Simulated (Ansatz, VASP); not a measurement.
Two plane-wave programs on Bi2Te3

```
Bi Te
1.0
     2.19300    1.26613   10.16567
    -2.19300    1.26613   10.16567
     0.00000   -2.53226   10.16567
Bi Te
2 3
Direct
  0.40000 0.40000 0.40000
  0.60000 0.60000 0.60000
  0.00000 0.00000 0.00000
  0.20950 0.20950 0.20950
  0.79050 0.79050 0.79050
```

Alike in both runs: task single point; functional PBE; k mesh 6 × 6 × 6; no spin polarisation.

|  | VASP | Ansatz |
| --- | --- | --- |
| version | VASP 6.6.1 | Ansatz 0.2.0 |
| potentials or method | VASP PAW PBE potentials, release 64 (Bi_d, Te), cutoff 500 eV | plane waves, PAW |
| occupations | methfessel-paxton of order 1, width 0.01 eV | cold, width 0.01 eV |
| valence electrons in the cell | 48 | 78 |

|  | VASP | Ansatz | Ansatz less VASP |
| --- | --- | --- | --- |
| pressure (GPa) | 1.9 | 1.9 | +0.01 |
| traceless stress, the component that is largest in VASP (GPa) | -0.12 | -0.12 | -0.002 |

VASP's potentials hold 48 valence electrons a cell and Ansatz's 78, so a difference there can come from the potentials and not from the codes.

Neither program's run includes spin-orbit coupling.
